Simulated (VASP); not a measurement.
Write the native input for VASP 6.6.1 that does the following.

```
Task                   : single point
Functional             : r2SCAN
Potentials or basis    : VASP PAW PBE potentials, release 64 (Mg, Sb, Ge_d)
Cutoff                 : 520 eV
k mesh                 : 6 × 6 × 4
Occupations            : fermi-dirac, width 0.02 eV
Spin                   : no spin polarisation
Dipole correction      : no
Further INCAR settings : ALGO = Normal; EDIFF = 1e-06; NBANDS = 21
```

The system is MgGeSb2.

```
Mg Sb Ge
1.0
     4.40241    0.00000    0.00000
     0.00000    4.40241    0.00000
     0.00000    0.00000    6.49518
Mg Sb Ge
1 2 1
Direct
  0.00000 0.00000 0.00000
  0.00000 0.50000 0.26075
  0.50000 0.00000 0.73925
  0.50000 0.50000 0.50000
```

These files were run (other wordings do the same):

POSCAR

```
MgGeSb2
1.0
    4.4024110455      0.0000000000      0.0000000000
    0.0000000000      4.4024110455      0.0000000000
    0.0000000000      0.0000000000      6.4951829085
Mg Sb Ge
1 2 1
Direct
    0.0000000000      0.0000000000      0.0000000000
    0.0000000000      0.5000000000      0.2607511146
    0.5000000000      0.0000000000      0.7392488854
    0.5000000000      0.5000000000      0.5000000000
```

INCAR.step1

```
PREC = Accurate ; ENCUT = 520
ISMEAR = -1 ; SIGMA = 0.02
LREAL = F ; LASPH = T
NELM = 100 ; NBANDS = 21
GGA = PE ; ALGO = Normal
EDIFF = 1E-4 ; LWAVE = T
LCHARG = F
```

INCAR.step2

```
PREC = Accurate ; ENCUT = 520
EDIFF = 1E-6 ; ISMEAR = -1
SIGMA = 0.02 ; LREAL = F
LASPH = T ; NELM = 100
ALGO = Normal ; ISIF = 2
LWAVE = F ; LCHARG = T
METAGGA = R2SCAN ; LMIXTAU = T
LELF = T ; LVHAR = T
NBANDS = 21 ; ISTART = 1
```

KPOINTS

```
regular mesh
0
Gamma
  6 6 4
```

Potentials or basis: VASP PAW PBE potentials, release 64 (Mg, Sb, Ge_d).

Launch:

```bash
$ cat potpaw_PBE.64/Mg/POTCAR potpaw_PBE.64/Sb/POTCAR potpaw_PBE.64/Ge_d/POTCAR > POTCAR
$ cp INCAR.step1 INCAR
$ mpirun -np 1 vasp_std > vasp.out
$ cp INCAR.step2 INCAR
$ mpirun -np 1 vasp_std > vasp.out
```

It gave:

| Quantity | Value |
| --- | --- |
| Pressure | 0.1 GPa |
| Largest force | 0.027 eV/Å |
| Band gap on the k mesh | zero (bands 13 and 14 overlap by 0.27 eV) |

Caveat: the PAW data sets were made with another functional, which shifts forces and pressure a little; spin-orbit coupling is left out, which moves the levels of the heavy elements.

Run time: 98 s on 1 thread of Intel(R) Xeon(R) 6975P-C (Granite Rapids) (shared host), peak memory 0.31 GiB.
